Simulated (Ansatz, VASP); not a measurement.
**Ag: VASP beside Ansatz**

```
Ag
1.0
     0.00000    2.10869    2.10869
     2.10869    0.00000    2.10869
     2.10869    2.10869    0.00000
Ag
1
Cartesian
  0.0000 0.0000 0.0000
```

Alike in both runs: task single point; functional PBE; k mesh 11 × 11 × 11; occupations fermi-dirac, width 0.1 eV; no spin polarisation.

|  | VASP | Ansatz |
| --- | --- | --- |
| version | VASP 6.6.1 | Ansatz 0.2.0 |
| potentials or method | VASP PAW PBE potentials, release 64 (Ag), cutoff 520 eV | plane waves, PAW |
| valence electrons in the cell | 11 | 19 |

```tsv
	VASP	Ansatz	Ansatz less VASP
pressure (GPa)	-4.0	-4.0	+0.07
```

VASP's potentials hold 11 valence electrons a cell and Ansatz's 19, so a difference there can come from the potentials and not from the codes.
